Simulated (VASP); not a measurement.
## SiC4: single point with PBE

SiC4:

```
Si C
1.0
     2.66488    0.00000    0.00000
    -1.33244    2.30785    0.00000
     0.00000    0.00000   21.61003
Si C
2 8
Direct
  0.66667 0.33333 0.15000
  0.33333 0.66667 0.85000
  0.66667 0.33333 0.95000
  0.66667 0.33333 0.35000
  0.66667 0.33333 0.55000
  0.66667 0.33333 0.75000
  0.33333 0.66667 0.05000
  0.33333 0.66667 0.25000
  0.33333 0.66667 0.45000
  0.33333 0.66667 0.65000
```

```yaml
Program: VASP 6.6.1
Task: single point
Functional: PBE
Potentials_or_basis: VASP PAW PBE potentials, release 64 (Si, C)
Cutoff: 520 eV
k_mesh: 6 × 6 × 1
Occupations: gaussian, width 0.1 eV
Spin: no spin polarisation
```

The pressure is -24.2 GPa, the largest force is 0.281 eV/Å and the band gap on the k mesh is zero (bands 20 and 21 overlap by 5.26 eV).

Forces in eV/Å, atoms in the order of the input:
```
Si   0.000  0.000  0.043
Si   0.000  0.000 -0.043
C    0.000  0.000  0.281
C    0.000  0.000 -0.139
C    0.000  0.000 -0.016
C    0.000  0.000 -0.123
C    0.000  0.000 -0.281
C    0.000  0.000  0.123
C    0.000  0.000  0.016
C    0.000  0.000  0.139
```

Stress tensor (GPa, compression positive):
```
-23.41   0.00   0.00
  0.00 -23.41   0.00
  0.00   0.00 -25.89
```

Levels at points of the mesh, in eV from the Fermi level:
| k point | band 17 | band 18 | band 19 | band 20 | band 21 | band 22 | band 23 | band 24 |
| --- | --- | --- | --- | --- | --- | --- | --- | --- |
| (0.00, 0.00, 0.00) | 2.28 | 3.38 | 3.38 | 3.51 | 3.51 | 3.57 | 3.57 | 3.68 |
| (0.50, 0.00, 0.00) | -2.63 | -2.19 | -1.81 | -1.32 | -0.64 | 0.43 | 0.63 | 1.53 |

Run time: 24 s on 1 thread of Intel(R) Xeon(R) 6975P-C (Granite Rapids) (shared host), peak memory 0.24 GiB.

Caveat: the k points lie up to 0.45 Å⁻¹ apart, too coarse for converged energies and pressures of a metal.
